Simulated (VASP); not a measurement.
**Te2Mo: single point with PBE+D3(BJ)**

Crystal: Te2Mo.

```
CELL_PARAMETERS angstrom
3.61749 0.00000 0.00000
-1.80874 3.13284 0.00000
0.00000 0.00000 7.09084
ATOMIC_POSITIONS crystal
Te 0.33333 0.66667 0.76141
Te 0.33333 0.66667 0.23859
Mo 0.00000 0.00000 0.00000
```

This cell differs from its parent crystal: mode 5 frozen in at +0.000 Å, strain +e along z and -e/2 along x and y -0.0700.

```
Program             : VASP 6.6.1
Task                : single point
Functional          : PBE
Dispersion          : D3(BJ)
Potentials or basis : VASP PAW PBE potentials, release 64 (Te, Mo_sv)
Cutoff              : 520 eV
k mesh              : 9 × 9 × 4
Occupations         : gaussian, width 0.05 eV
Spin                : no spin polarisation
```

```yaml
Pressure: 2.5 GPa
Largest_force: 1.079 eV/Å
Band_gap_on_the_k_mesh: 0.19 eV, indirect (least direct gap 0.79 eV)
Dispersion_energy_per_atom: -0.500 eV
```

Forces in eV/Å, atoms in the order of the input:
```
Te   0.000  0.000 -1.079
Te   0.000  0.000  1.079
Mo   0.000  0.000  0.000
```

Stress tensor (GPa, compression positive):
```
-1.37  0.00  0.00
 0.00 -1.37  0.00
 0.00  0.00 10.20
```

Levels at points of the mesh, in eV from the valence-band top:
```
           k point  band 10  band 11  band 12  band 13  band 14  band 15  band 16  band 17
(0.00, 0.00, 0.00)    -1.68    -1.68    -1.00    -0.35     2.55     2.55     2.72     2.72
(0.00, 0.00, 0.50)    -2.62    -1.71    -1.71     0.00     2.33     2.33     2.97     2.97
```

Wall time 51 s on 1 thread of Intel(R) Xeon(R) Platinum 8259CL CPU @ 2.50GHz (Skylake/Cascade Lake), with other jobs on the host, peak memory 0.23 GiB.

Caveat: the cell differs from its parent crystal (mode 5 frozen in at +0.000 Å, strain +e along z and -e/2 along x and y -0.0700); spin-orbit coupling is left out, which moves the levels of the heavy elements; forces of over 1 eV/Å act on the atoms, so gaps and moduli don't describe the material at rest. A k mesh can miss the band edges.
